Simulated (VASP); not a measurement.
# Ir (I4_1/amd) in VASP: further runs

Ir is run at these levels: r2SCAN; tasks: single point, relaxation of cell and atoms.

All numbers are computed with VASP 6.6.1; they aren't measurements. Logs are shortened: lines on timing, memory, paths and dates and some standing lists are left out, and cuts for length are marked.

## (1) The cell of the first run

The structure is tetragonal, space group I4_1/amd (No. 141). Conventional cell: a = 4.817 Å, b = 4.817 Å, c = 2.741 Å, α = 90.00°, β = 90.00°, γ = 90.00°. Ir (site symmetry -4m2) has 10 Ir at 2.50 to 3.17 Å within 3.3 Å.

## (2) Single point, r2SCAN

File POSCAR:

```
Ir
1.0
   -2.4086642538      2.4086642538      1.3706911889
    2.4086642538     -2.4086642538      1.3706911889
    2.4086642538      2.4086642538     -1.3706911889
Ir
2
Direct
    0.0000000000      0.0000000000      0.0000000000
    0.7500000000      0.2500000000      0.5000000000
```

File INCAR.step1:

```
ALGO = Normal
EDIFF = 1E-5
ENCUT = 550
GGA = PE
GGA_COMPAT = False
ISMEAR = 0
LASPH = True
LCHARG = False
LREAL = False
LWAVE = True
NBANDS = 16
NELM = 120
PREC = Accurate
SIGMA = 0.1
```

File INCAR.step2:

```
ALGO = Normal
EDIFF = 1E-6
ENCUT = 550
GGA_COMPAT = False
ISIF = 2
ISMEAR = 0
ISTART = 1
LASPH = True
LCHARG = False
LMIXTAU = True
LREAL = False
LWAVE = False
METAGGA = R2SCAN
NBANDS = 16
NELM = 120
PREC = Accurate
SIGMA = 0.1
```

File KPOINTS:

```
k-points
0
Gamma
  24 24 24
```

Potentials or basis: VASP PAW PBE potentials, release 64 (Ir).

Run with:

```bash
$ cat potpaw_PBE.64/Ir/POTCAR > POTCAR
$ cp INCAR.step1 INCAR
$ mpirun -np 1 vasp_std > vasp.out
$ cp INCAR.step2 INCAR
$ mpirun -np 1 vasp_std > vasp.out
```

OUTCAR:

```text
EDIFF = 1E-6
   ENCUT = 550
   ISIF = 2
   ISMEAR = 0
   ISTART = 1
   LASPH = True
   LREAL = False
   METAGGA = R2SCAN
   NELM = 120
   PREC = Accurate

 ion  position               nearest neighbor table
   1  0.000  0.000  0.000-   2 2.50   2 2.50   2 2.50   2 2.50   2 3.17   2 3.17   2 3.17   2 3.17

   2  0.750  0.250  0.500-   1 2.50   1 2.50   1 2.50   1 2.50   1 3.17   1 3.17   1 3.17   1 3.17

  LATTYP: Found a body centered tetragonal cell.
 ALAT       =     4.8173285076
 C/A-ratio  =     0.5690669369

  Lattice vectors:

 A1 = (  -2.4086642538,   2.4086642538,   1.3706911889)
 A2 = (   2.4086642538,  -2.4086642538,   1.3706911889)
 A3 = (   2.4086642538,   2.4086642538,  -1.3706911889)

Analysis of symmetry for initial positions (statically):
=====================================================================
 Subroutine PRICEL returns:
 Original cell was already a primitive cell.

 Routine SETGRP: Setting up the symmetry group for a
 body centered tetragonal supercell.

 Subroutine GETGRP returns: Found 16 space group operations
 (whereof  8 operations were pure point group operations)
 out of a pool of 16 trial point group operations.

The static configuration has the point symmetry D_2d.
 The point group associated with its full space group is D_4h.

Analysis of symmetry for dynamics (positions and initial velocities):
=====================================================================
 Subroutine PRICEL returns:
 Original cell was already a primitive cell.

 Routine SETGRP: Setting up the symmetry group for a
 body centered tetragonal supercell.

 Subroutine GETGRP returns: Found 16 space group operations
 (whereof  8 operations were pure point group operations)
 out of a pool of 16 trial point group operations.

The dynamic configuration has the point symmetry D_2d.
 The point group associated with its full space group is D_4h.

 Subroutine INISYM returns: Found 16 space group operations
 (whereof  8 operations are pure point group operations),
 and found     1 'primitive' translations

----------------------------------------------------------------------------------------

                                     Primitive cell

  volume of cell :      31.8092

  direct lattice vectors                    reciprocal lattice vectors
[... 84 lines left out ...]
   LASPH  =      T    aspherical Exc in radial PAW
   ENCUT  =  550.0 eV  40.42 Ry    6.36 a.u.   7.02  7.02  7.02*2*pi/ulx,y,z
   NELM   =    120;   NELMIN=  2; NELMDL=  0     # of ELM steps
   EDIFF  = 0.1E-05   stopping-criterion for ELM
   LREAL  =      F    real-space projection
   EDIFFG = 0.1E-04   stopping-criterion for IOM
   NSW    =      0    number of steps for IOM
   IBRION =     -1    ionic relax: 0-MD 1-quasi-New 2-CG
   NFREE  =      0    steps in history (QN), initial steepest desc. (CG)
   ISIF   =      2    stress and relaxation
   ISYM   =      2    0-nonsym 1-usesym 2-fastsym
   POTIM  = 0.5000    time-step for ionic-motion
   TEBEG  =    0.0;   TEEND  =   0.0 temperature during run
   PSTRESS=    0.0 pullay stress
   NELECT =      18.0000    total number of electrons
   NUPDOWN=      -1.0000    fix difference up-down
   EMIN   =  10.00;   EMAX   =-10.00  energy-range for DOS
   EFERMI =   0.00;   METHOD = LEGACY
   ISMEAR =     0;   SIGMA  =   0.10  broadening in eV -4-tet -1-fermi 0-gaus
   EFERMI_NEDOS =   21; number of points for ismear=-14 and -15
   IALGO  =     38    algorithm
   IMIX   =      4    mixing-type and parameters
     AMIX     =   0.40;   BMIX     =  1.00
     AMIX_MAG =   1.60;   BMIX_MAG =  1.00
  volume/ion in A,a.u.               =      15.90       107.33
  Fermi-wavevector in a.u.,A,eV,Ry     =   1.354092  2.558863 24.947181  1.833566
  Thomas-Fermi vector in A             =   2.481293
   LORBIT       =      0    0 simple, 1 ext, 2 COOP (PROOUT), +10 PAW based schemes
   METAGGA = R2SCAN    functional components
   LHFCALC =     F    Hartree Fock is set to
   AEXX    =    0.0000 exact exchange contribution
   IVDW    =     0    specifies the selected vdW correction
   LEPSILON=     F    determine dielectric tensor
   LRPA    =     F    only Hartree local field effects (RPA)
 non-spin polarized calculation
 Gauss-broadening in eV      SIGMA  =   0.10
  energy-cutoff  :      550.00
  volume of cell :       31.81
 maximum number of plane-waves:       950
   NGX = 15   NGY = 15   NGZ = 15

 number of electron      18.0000001 magnetization

 Free energy of the ion-electron system (eV)
  ---------------------------------------------------
  ext. energy  EPLUGINS =         0.00000000
  ---------------------------------------------------
  free energy    TOTEN  =      -103.37605601 eV

  energy without entropy =     -103.36560680  energy(sigma->0) =     -103.37083140

 E-fermi :   8.2535     XC(G=0): -14.2956

 val. band max:        8.2530613546   @ k =  -0.2917   0.4583   0.1250
 cond. band min:       8.2550890371   @ k =   0.5000   0.2500   0.0833
 fundamental gap:      0.0020276825
 Fermi energy:         8.2534652869

 k-point     1 :       0.0000    0.0000    0.0000
  band No.  band energies     occupation
      1      -1.7957      2.00000
      2       1.1875      2.00000
      3       2.1482      2.00000
      4       3.0829      2.00000
      5       3.9037      2.00000
      6       6.9714      2.00000
[... 433 lines left out ...]
      3       3.0183      2.00000
      4       3.2295      2.00000
      5       5.3652      2.00000
      6       5.7247      2.00000
[... 8 lines left out ...]
     15      20.6889      0.00000
     16      23.0016      0.00000

 [... further k-points ...]

------------------------ aborting loop because EDIFF is reached ----------------------------------------

  FORCE on cell =-STRESS in cart. coord.  units (eV):
  Direction    XX          YY          ZZ          XY          YZ          ZX
  --------------------------------------------------------------------------------------
  -------------------------------------------------------------------------------------
  Total        0.3974435      0.3974435      0.2887500      0.0000000     -0.0000000      0.0000000
  in kB       20.0186038     20.0186038     14.5438847      0.0000000     -0.0000000      0.0000000
  external PRESSURE =      18.1936974 kB  Pullay stress =       0.0000000 kB

 VOLUME and BASIS-vectors are now :
 -----------------------------------------------------------------------------
  energy-cutoff  :      550.00
  volume of cell :       31.81
      direct lattice vectors                 reciprocal lattice vectors
    -2.408664254  2.408664254  1.370691189     0.000000000  0.207583933  0.364779466
     2.408664254 -2.408664254  1.370691189     0.207583933  0.000000000  0.364779466
     2.408664254  2.408664254 -1.370691189     0.207583933  0.207583933  0.000000000

 POSITION                                       TOTAL-FORCE (eV/Angst)
 -----------------------------------------------------------------------------------
      0.00000      0.00000      0.00000        -0.000000     -0.000000      0.000000
     -0.00000      2.40866      0.68535         0.000000      0.000000     -0.000000
 -----------------------------------------------------------------------------------
    total drift:                               -0.000000      0.000000      0.000000

  FREE ENERGIE OF THE ION-ELECTRON SYSTEM (eV)
  ---------------------------------------------------
  free  energy   TOTEN  =      -103.3760560072 eV

  energy  without entropy=     -103.3656067971  energy(sigma->0) =     -103.37083140
```

OUTCAR.step1:

```text
EDIFF = 1E-5
   ENCUT = 550
   GGA = PE
   ISMEAR = 0
   LASPH = True
[... 680 lines left out ...]
 -----------------------------------------------------------------------------------
      0.00000      0.00000      0.00000         0.000000      0.000000      0.000000
     -0.00000      2.40866      0.68535        -0.000000     -0.000000     -0.000000
 -----------------------------------------------------------------------------------
    total drift:                               -0.000000      0.000000      0.000000

  FREE ENERGIE OF THE ION-ELECTRON SYSTEM (eV)
  ---------------------------------------------------
  free  energy   TOTEN  =       -16.3566080298 eV

  energy  without entropy=      -16.3456887113  energy(sigma->0) =      -16.35114837
```

Run time: 70 min. Hardware: 1 thread of Oxide Virtual Turin-like, shared host; peak memory 0.55 GiB.

What came out:

* Free energy: -103.3761 eV
* Pressure: 1.8 GPa
* Band gap on the k mesh: zero (bands 9 and 10 overlap by 2.99 eV)

Stress tensor (GPa, compression positive):
```
2.00 0.00 0.00
0.00 2.00 0.00
0.00 0.00 1.45
```

Levels at points of the mesh, in eV from the Fermi level:
| k point | band 7 | band 8 | band 9 | band 10 | band 11 | band 12 |
| --- | --- | --- | --- | --- | --- | --- |
| (0.00, 0.00, 0.00) | -1.28 | -1.18 | -1.18 | 1.54 | 2.95 | 5.95 |
| (0.50, 0.00, 0.00) | -1.72 | -0.66 | 0.55 | 0.86 | 2.79 | 5.27 |
| (0.50, 0.50, 0.00) | -2.15 | -2.15 | 0.11 | 0.11 | 0.67 | 0.67 |
| (0.50, 0.50, 0.50) | -0.88 | -0.88 | -0.73 | -0.73 | -0.61 | -0.61 |

Caveat: the PAW data sets were made with another functional, which shifts forces and pressure a little; spin-orbit coupling is left out, which moves the levels of the heavy elements.

## (3) Relaxation of cell and atoms, r2SCAN

File POSCAR:

```
Ir
1.0
   -2.4111055726      2.4111055726      1.3673672384
    2.4111055726     -2.4111055726      1.3673672384
    2.4111055726      2.4111055726     -1.3673672384
Ir
2
Direct
    0.0000000000      0.0000000000      0.0000000000
    0.7500000000      0.2500000000      0.5000000000
```

File INCAR.step1:

```
SYSTEM = Ir
PREC = Accurate
ENCUT = 550
ISMEAR = 0
SIGMA = 0.1
LREAL = .FALSE.
LASPH = .TRUE.
NELM = 120
GGA = PE
ALGO = Normal
EDIFF = 1E-5
LWAVE = .TRUE.
LCHARG = .FALSE.
GGA_COMPAT = .FALSE.
IBRION = 2
ISIF = 3
EDIFFG = -0.005
NELMIN = 4
NSW = 100
KPAR = 4
```

File INCAR.step2:

```
SYSTEM = Ir
PREC = Accurate
ENCUT = 550
EDIFF = 1E-7
ISMEAR = 0
SIGMA = 0.1
LREAL = .FALSE.
LASPH = .TRUE.
NELM = 120
ALGO = Normal
ISIF = 3
LWAVE = .FALSE.
LCHARG = .FALSE.
METAGGA = R2SCAN
LMIXTAU = .TRUE.
IBRION = 2
NSW = 100
EDIFFG = -0.01
ISTART = 1
GGA_COMPAT = .FALSE.
NELMIN = 4
KPAR = 4
```

File KPOINTS:

```
Automatic mesh
0
G
  24 24 24
  0 0 0
```

Potentials or basis: VASP PAW PBE potentials, release 64 (Ir).

Run with:

```bash
$ cat potpaw_PBE.64/Ir/POTCAR > POTCAR
$ cp INCAR.step1 INCAR
$ mpirun -np 4 vasp_std > vasp.out
$ cp INCAR.step2 INCAR
$ mpirun -np 4 vasp_std > vasp.out
```

Run time: 35 min. Hardware: 4 MPI ranks of Oxide Virtual Turin-like, shared host; peak memory 0.52 GiB.

Results (log left out):

| Property | Result |
| --- | --- |
| Free energy | -103.3771 eV |
| Relaxed volume | 16.00 Å³/atom |
| Relaxed cell | a = 3.680 Å, b = 3.680 Å, c = 3.680 Å, α = 98.00°, β = 98.00°, γ = 136.19° |
| Space group after relaxing (to 0.1 Å) | I4_1/amd (No. 141) |
| Energy gained by relaxing | 0.6 meV/atom |
| Ionic steps | 5 |
| Pressure after relaxing | 0.0 GPa |
| Band gap on the k mesh | zero (bands 9 and 10 overlap by 2.96 eV) |

The path:
```
step  energy change (eV)  largest force (eV/Å)  pressure (GPa)  volume (Å³)
   1              0.0000                0.0000            1.83        31.80
   2              0.0101                0.0000           -5.54        32.64
   3             -0.0011                0.0000           -0.04        32.00
   4             -0.0012                0.0000            0.03        32.00
   5             -0.0012                0.0000            0.01        32.00
```

Final structure:
```
CELL_PARAMETERS angstrom
-2.41399 2.41399 1.37280
2.41399 -2.41399 1.37280
2.41399 2.41399 -1.37280
ATOMIC_POSITIONS crystal
Ir 0.00000 0.00000 0.00000
Ir 0.75000 0.25000 0.50000
```

Levels at points of the mesh, in eV from the Fermi level:
```csv
k point,band 7,band 8,band 9,band 10,band 11,band 12
"(0.00, 0.00, 0.00)",-1.27,-1.16,-1.16,1.52,2.93,5.93
"(0.50, 0.00, 0.00)",-1.70,-0.65,0.55,0.86,2.78,5.24
"(0.50, 0.50, 0.00)",-2.13,-2.13,0.11,0.11,0.66,0.66
"(0.50, 0.50, 0.50)",-0.88,-0.88,-0.72,-0.72,-0.59,-0.59
```

Caveat: the PAW data sets were made with another functional, which shifts forces and pressure a little; spin-orbit coupling is left out, which moves the levels of the heavy elements.
